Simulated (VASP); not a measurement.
# Cu (Fm-3m) in VASP: notebook

Runs on Cu. Level: PBE. Tasks: single point.

Program: VASP 6.6.1. These are calculated values, not measurements. Logs are shortened: lines on timing, memory, paths and dates and some standing lists are left out, and cuts for length are marked.

### 1 The cell of the first run

It takes space group Fm-3m (No. 225, cubic). Conventional cell: a = 3.566 Å, b = 3.566 Å, c = 3.566 Å, α = 90.00°, β = 90.00°, γ = 90.00°. Cu (site symmetry m-3m) has 12 Cu at 2.52 Å within 3.3 Å.

### 2 Single point, PBE

INCAR reads:

```
SYSTEM = Cu
PREC     = Accurate       ! precision mode
ENCUT    = 600            ! plane-wave cutoff, eV
EDIFF    = 1E-6           ! SCF threshold, eV
ISMEAR   = -1             ! smearing method
SIGMA    = 0.1            ! smearing width, eV
LREAL    = .FALSE.        ! projectors in reciprocal space
LASPH    = .TRUE.         ! aspherical terms in the spheres
NELM     = 120            ! most SCF steps
ALGO     = Normal         ! electronic algorithm
ISIF     = 2              ! what is computed and relaxed
LWAVE    = .FALSE.        ! write WAVECAR
LCHARG   = .FALSE.        ! write CHGCAR
GGA      = PE             ! functional
NBANDS   = 12             ! bands
GGA_COMPAT= .FALSE.
```

KPOINTS reads:

```
Automatic mesh
0
G
  11 11 11
  0 0 0
```

POSCAR reads:

```
Cu
1.0
    0.0000000000      1.7830713297      1.7830713297
    1.7830713297      0.0000000000      1.7830713297
    1.7830713297      1.7830713297      0.0000000000
Cu
1
Direct
    0.0000000000      0.0000000000      0.0000000000
```

Potentials or basis: VASP PAW PBE potentials, release 64 (Cu).

Started as:

```sh
> cat potpaw_PBE.64/Cu/POTCAR > POTCAR
> mpirun -np 1 vasp_std > vasp.out
```

OUTCAR:

```text
SYSTEM = Cu
   PREC = Accurate
   ENCUT = 600
   EDIFF = 1E-6
   ISMEAR = -1
   LREAL = .FALSE.
   LASPH = .TRUE.
   NELM = 120
   ISIF = 2
   GGA = PE

 ion  position               nearest neighbor table
   1  0.000  0.000  0.000-

  LATTYP: Found a face centered cubic cell.
 ALAT       =     3.5661426594

  Lattice vectors:

 A1 = (   0.0000000000,   1.7830713297,   1.7830713297)
 A2 = (   1.7830713297,   0.0000000000,   1.7830713297)
 A3 = (   1.7830713297,   1.7830713297,   0.0000000000)

Analysis of symmetry for initial positions (statically):
=====================================================================
 Subroutine PRICEL returns:
 Original cell was already a primitive cell.

 Routine SETGRP: Setting up the symmetry group for a
 face centered cubic supercell.

 Subroutine GETGRP returns: Found 48 space group operations
 (whereof 48 operations were pure point group operations)
 out of a pool of 48 trial point group operations.

The static configuration has the point symmetry O_h .

Analysis of symmetry for dynamics (positions and initial velocities):
=====================================================================
 Subroutine PRICEL returns:
 Original cell was already a primitive cell.

 Routine SETGRP: Setting up the symmetry group for a
 face centered cubic supercell.

 Subroutine GETGRP returns: Found 48 space group operations
 (whereof 48 operations were pure point group operations)
 out of a pool of 48 trial point group operations.

The dynamic configuration has the point symmetry O_h .

 Subroutine INISYM returns: Found 48 space group operations
 (whereof 48 operations are pure point group operations),
 and found     1 'primitive' translations

----------------------------------------------------------------------------------------

                                     Primitive cell

  volume of cell :      11.3380

  direct lattice vectors                    reciprocal lattice vectors
     0.000000000  1.783071330  1.783071330    -0.280415030  0.280415030  0.280415030
     1.783071330  0.000000000  1.783071330     0.280415030 -0.280415030  0.280415030
     1.783071330  1.783071330  0.000000000     0.280415030  0.280415030 -0.280415030

  length of vectors
     2.521643657  2.521643657  2.521643657     0.485693079  0.485693079  0.485693079

  position of ions in fractional coordinates (direct lattice)
     0.000000000  0.000000000  0.000000000

  ion indices of the primitive-cell ions
   primitive index   ion index
                 1           1

----------------------------------------------------------------------------------------

 KPOINTS: Automatic mesh

Automatic generation of k-mesh.
 Grid dimensions read from file:
 generate k-points for:   11   11   11

 Generating k-lattice:

  Cartesian coordinates                     Fractional coordinates (reciprocal lattice)
    -0.025492275  0.025492275  0.025492275     0.090909091  0.000000000  0.000000000
     0.025492275 -0.025492275  0.025492275     0.000000000  0.090909091  0.000000000
     0.025492275  0.025492275 -0.025492275     0.000000000  0.000000000  0.090909091

  Length of vectors
     0.044153916  0.044153916  0.044153916

  Shift w.r.t. Gamma in fractional coordinates (k-lattice)
     0.000000000  0.000000000  0.000000000

 Subroutine IBZKPT returns following result:
 ===========================================

 Found     56 irreducible k-points:

 Following reciprocal coordinates:
            Coordinates               Weight
  0.000000  0.000000  0.000000      1.000000
  0.090909  0.000000  0.000000      8.000000
  0.181818  0.000000  0.000000      8.000000
  0.272727  0.000000  0.000000      8.000000
  0.363636  0.000000  0.000000      8.000000
  0.454545  0.000000  0.000000      8.000000
[... 16 lines left out ...]
 -0.272727  0.181818  0.000000     24.000000
 -0.181818  0.181818  0.000000     12.000000
 [... further k-points ...]
   k-points           NKPTS =     56   k-points in BZ     NKDIM =     56   number of bands    NBANDS=     12
   number of dos      NEDOS =    301   number of ions     NIONS =      1
   total plane-waves  NPLWV =   8000
   dimension x,y,z NGX =    20 NGY =   20 NGZ =   20
   dimension x,y,z NGXF=    40 NGYF=   40 NGZF=   40
   ions per type =               1
   NGX,Y,Z   is equivalent  to a cutoff of  13.19, 13.19, 13.19 a.u.
   NGXF,Y,Z  is equivalent  to a cutoff of  26.37, 26.37, 26.37 a.u.
 SYSTEM =  Cu
   PREC   = accura    normal or accurate (medium, high low for compatibility)
   ISTART =      0    job   : 0-new  1-cont  2-samecut
   ICHARG =      2    charge: 1-file 2-atom 10-const
   ISPIN  =      1    spin polarized calculation?
   LNONCOLLINEAR =      F non collinear calculations
   LSORBIT =      F    spin-orbit coupling
   LASPH  =      T    aspherical Exc in radial PAW
   ENCUT  =  600.0 eV  44.10 Ry    6.64 a.u.   5.04  5.04  5.04*2*pi/ulx,y,z
   NELM   =    120;   NELMIN=  2; NELMDL= -5     # of ELM steps
   EDIFF  = 0.1E-05   stopping-criterion for ELM
   LREAL  =      F    real-space projection
   EDIFFG = 0.1E-04   stopping-criterion for IOM
   NSW    =      0    number of steps for IOM
   IBRION =     -1    ionic relax: 0-MD 1-quasi-New 2-CG
   NFREE  =      0    steps in history (QN), initial steepest desc. (CG)
   ISIF   =      2    stress and relaxation
   ISYM   =      2    0-nonsym 1-usesym 2-fastsym
   POTIM  = 0.5000    time-step for ionic-motion
   TEBEG  =    0.0;   TEEND  =   0.0 temperature during run
   PSTRESS=    0.0 pullay stress
   NELECT =      11.0000    total number of electrons
   NUPDOWN=      -1.0000    fix difference up-down
   EMIN   =  10.00;   EMAX   =-10.00  energy-range for DOS
   EFERMI =   0.00;   METHOD = LEGACY
   ISMEAR =    -1;   SIGMA  =   0.10  broadening in eV -4-tet -1-fermi 0-gaus
   EFERMI_NEDOS =   21; number of points for ismear=-14 and -15
   IALGO  =     38    algorithm
   IMIX   =      4    mixing-type and parameters
     AMIX     =   0.40;   BMIX     =  1.00
     AMIX_MAG =   1.60;   BMIX_MAG =  1.00
  volume/ion in A,a.u.               =      11.34        76.51
  Fermi-wavevector in a.u.,A,eV,Ry     =   1.620667  3.062616 35.736521  2.626560
  Thomas-Fermi vector in A             =   2.714568
   LORBIT       =      0    0 simple, 1 ext, 2 COOP (PROOUT), +10 PAW based schemes
   GGA     = PE    functional components
   LHFCALC =     F    Hartree Fock is set to
   AEXX    =    0.0000 exact exchange contribution
   IVDW    =     0    specifies the selected vdW correction
   LEPSILON=     F    determine dielectric tensor
   LRPA    =     F    only Hartree local field effects (RPA)
 non-spin polarized calculation
  energy-cutoff  :      600.00
  volume of cell :       11.34
 maximum number of plane-waves:       385
   NGX =  9   NGY =  9   NGZ =  9

 number of electron      11.0000013 magnetization

 Free energy of the ion-electron system (eV)
  ---------------------------------------------------
  ext. energy  EPLUGINS =         0.00000000
  ---------------------------------------------------
  free energy    TOTEN  =        -3.71899376 eV

  energy without entropy =       -3.71185430  energy(sigma->0) =       -3.71542403

 E-fermi :   8.1961     XC(G=0): -12.9654

 val. band max:        8.0664767880   @ k =   0.4545   0.2727   0.0000
 cond. band min:       8.2912492465   @ k =   0.4545   0.3636   0.0000
 fundamental gap:      0.2247724585
 Fermi energy:         8.1961009360

 k-point     1 :       0.0000    0.0000    0.0000
  band No.  band energies     occupation
      1      -1.5645      2.00000
      2       4.9408      2.00000
      3       4.9408      2.00000
      4       4.9408      2.00000
      5       5.8161      2.00000
      6       5.8161      2.00000
      7      31.0223      0.00000
      8      33.9870      0.00000
      9      33.9870      0.00000
     10      33.9870      0.00000
     11      36.5175      0.00000
     12      36.5175      0.00000

 k-point     2 :       0.0909    0.0000    0.0000
  band No.  band energies     occupation
      1      -1.2557      2.00000
      2       4.8746      2.00000
      3       4.9982      2.00000
      4       4.9982      2.00000
      5       5.7948      2.00000
      6       5.7948      2.00000
      7      29.0704      0.00000
      8      31.9684      0.00000
      9      33.1946      0.00000
     10      33.1946      0.00000
     11      37.7135      0.00000
     12      37.7135      0.00000

 k-point     3 :       0.1818    0.0000    0.0000
  band No.  band energies     occupation
      1      -0.3616      2.00000
      2       4.7289      2.00000
      3       5.1003      2.00000
      4       5.1003      2.00000
      5       5.7966      2.00000
      6       5.7967      2.00000
      7      24.3750      0.00000
      8      31.4458      0.00000
      9      32.1459      0.00000
     10      32.1459      0.00000
     11      38.3155      0.00000
     12      38.7414      0.00000
[... 286 lines left out ...]
 k-point    23 :      -0.2727    0.1818    0.0000
  band No.  band energies     occupation
      1       2.6842      2.00000
      2       4.4735      2.00000
      3       4.7828      2.00000
      4       5.3365      2.00000
      5       5.8156      2.00000
      6       7.2101      1.99990
      7      17.8157      0.00000
      8      21.9287      0.00000
      9      30.4876      0.00000
     10      30.9273      0.00000
     11      37.6384      0.00000
     12      38.0173      0.00000

 k-point    24 :      -0.1818    0.1818    0.0000
  band No.  band energies     occupation
      1       1.4336      2.00000
      2       4.4478      2.00000
      3       4.9995      2.00000
      4       5.4632      2.00000
      5       5.4738      2.00000
      6       6.4912      2.00000
      7      21.8029      0.00000
      8      22.5888      0.00000
      9      32.6984      0.00000
     10      33.1193      0.00000
     11      35.8879      0.00000
     12      38.2509      0.00000

 [... further k-points ...]
[... 5 lines left out ...]
  --------------------------------------------------------------------------------------
  -------------------------------------------------------------------------------------
  Total        0.6316133      0.6316133      0.6316133      0.0000000      0.0000000      0.0000000
  in kB       89.2535901     89.2535901     89.2535901      0.0000000      0.0000000      0.0000000
  external PRESSURE =      89.2535901 kB  Pullay stress =       0.0000000 kB

 VOLUME and BASIS-vectors are now :
 -----------------------------------------------------------------------------
  energy-cutoff  :      600.00
  volume of cell :       11.34
      direct lattice vectors                 reciprocal lattice vectors
     0.000000000  1.783071330  1.783071330    -0.280415030  0.280415030  0.280415030
     1.783071330  0.000000000  1.783071330     0.280415030 -0.280415030  0.280415030
     1.783071330  1.783071330  0.000000000     0.280415030  0.280415030 -0.280415030

 POSITION                                       TOTAL-FORCE (eV/Angst)
 -----------------------------------------------------------------------------------
      0.00000      0.00000      0.00000        -0.000000      0.000000     -0.000000
 -----------------------------------------------------------------------------------
    total drift:                                0.000000      0.000000      0.000000

  FREE ENERGIE OF THE ION-ELECTRON SYSTEM (eV)
  ---------------------------------------------------
  free  energy   TOTEN  =        -3.7189937579 eV

  energy  without entropy=       -3.7118543004  energy(sigma->0) =       -3.71542403
```

It took 15 s on 1 thread of Intel Xeon 8259CL, shared host; peak memory 0.13 GiB.

Results:

```yaml
Free_energy: -3.7190 eV
Pressure: 8.9 GPa
```

Levels at points of the mesh, in eV from the Fermi level:
```tsv
k point	band 2	band 3	band 4	band 5	band 6	band 7	band 8	band 9	band 10	band 11
(0.00, 0.00, 0.00)	-3.26	-3.26	-3.26	-2.38	-2.38	22.83	25.79	25.79	25.79	28.32
```

### 3 Single point, PBE

This run uses another cell than the first one, of 12.28 Å³/atom, 1.083 times its volume.

INCAR reads:

```
SYSTEM = Cu
PREC = Accurate
ENCUT = 600
EDIFF = 1E-6
ISMEAR = -1
SIGMA = 0.1
LREAL = .False.
LASPH = .True.
NELM = 120
ALGO = Normal
ISIF = 2
LWAVE = .False.
LCHARG = .True.
GGA = PE
LELF = .True.
LVHAR = .True.
NBANDS = 12
GGA_COMPAT = .False.
```

KPOINTS reads:

```
regular mesh
0
Gamma
  11 11 11
  0 0 0
```

POSCAR reads:

```
Cu
1.0
    0.0000000000      1.8312856224      1.8312856224
    1.8312856224      0.0000000000      1.8312856224
    1.8312856224      1.8312856224      0.0000000000
Cu
1
Direct
    0.0000000000      0.0000000000      0.0000000000
```

Potentials or basis: VASP PAW PBE potentials, release 64 (Cu).

Started as:

```sh
> cat potpaw_PBE.64/Cu/POTCAR > POTCAR
> mpirun -np 1 vasp_std > vasp.out
```

Run time: 16 s. Hardware: 1 thread of Intel Xeon 8259CL, shared host; peak memory 0.14 GiB.

Results (log left out):

```yaml
Free_energy: -3.7333 eV
Pressure: -3.1 GPa
```

Levels at points of the mesh, in eV from the Fermi level:
| k point | band 3 | band 4 | band 5 | band 6 | band 7 | band 8 | band 9 | band 10 |
| --- | --- | --- | --- | --- | --- | --- | --- | --- |
| (0.00, 0.00, 0.00) | -3.02 | -3.02 | -2.25 | -2.25 | 22.18 | 24.52 | 24.52 | 24.52 |
